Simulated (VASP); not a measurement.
Crystal: InAs.

```
In As
1.0
     0.00000    3.09447    3.09447
     3.09447    0.00000    3.09447
     3.09447    3.09447    0.00000
In As
1 1
Direct
  0.00000 0.00000 0.00000
  0.25000 0.25000 0.25000
```

```yaml
Program: VASP 6.6.1
Task: relaxation of cell and atoms
Functional: LDA
Potentials_or_basis: VASP PAW LDA potentials, release 64 (In_d, As)
Cutoff: 600 eV
k_mesh: 6 × 6 × 6
Occupations: fermi-dirac, width 0.02 eV
Spin: no spin polarisation
```

At the start: pressure -3.8 GPa; volume 29.63 Å³/atom.

Q: How do energy, volume and symmetry change on relaxing?

A: Over 3 steps the energy falls by 27.6 meV/atom and the volume is 27.47 Å³/atom (-7.3 %); space group F-43m (No. 216, to 0.1 Å) before and after.

The path:
```tsv
step	energy change (eV)	largest force (eV/Å)	pressure (GPa)	volume (Å³)
1	0.0000	0.0000	-3.81	59.26
2	-0.0468	0.0000	1.84	53.42
3	-0.0552	0.0000	-0.01	54.95
```

Final structure:
```xyz
2
Lattice="0.0000 3.0174 3.0174 3.0174 0.0000 3.0174 3.0174 3.0174 0.0000" Properties=species:S:1:pos:R:3 pbc="T T T"
In    0.0000    0.0000    0.0000
As    1.5087    1.5087    1.5087
```
